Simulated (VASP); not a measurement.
Pd, 4 atoms in the cell. The structure is hexagonal, space group P6_3/mmc (No. 194). The conventional cell has a = 2.884 Å, b = 2.884 Å, c = 9.503 Å, α = 90.00°, β = 90.00°, γ = 120.00°. Pd (site symmetry -3m) has 12 Pd at 2.88 to 2.90 Å within 3.8 Å. Within 3.8 Å of Pd (site symmetry -6m2) lie 12 Pd at 2.88 to 2.90 Å.  This cell differs from its parent crystal: volume scaled by 1.08.

| Item | Value |
| --- | --- |
| Program | VASP 6.6.1 |
| Task | single point |
| Functional | RPBE |
| Potentials or basis | VASP PAW PBE potentials, release 64 (Pd) |
| Cutoff | 520 eV |
| k mesh | 14 × 14 × 4 |
| Occupations | fermi-dirac, width 0.1 eV |
| Spin | no spin polarisation |
| Dipole correction | no |
| Further INCAR settings | ALGO = Normal; EDIFF = 1e-06; NBANDS = 28 |

Potentials or basis: VASP PAW PBE potentials, release 64 (Pd).

Run with:

```sh
$ cat potpaw_PBE.64/Pd/POTCAR > POTCAR
$ mpirun -np 1 vasp_std > vasp.out
```

Hardware: 1 thread of Intel Xeon 6975P-C, on a shared host.

Question: How long does it take, and how much memory?

Answer: Wall time 66 s on 1 thread of Intel Xeon 6975P-C, with other jobs on the host, peak memory 0.25 GiB. Counts: scf iterations 14, k points 72.
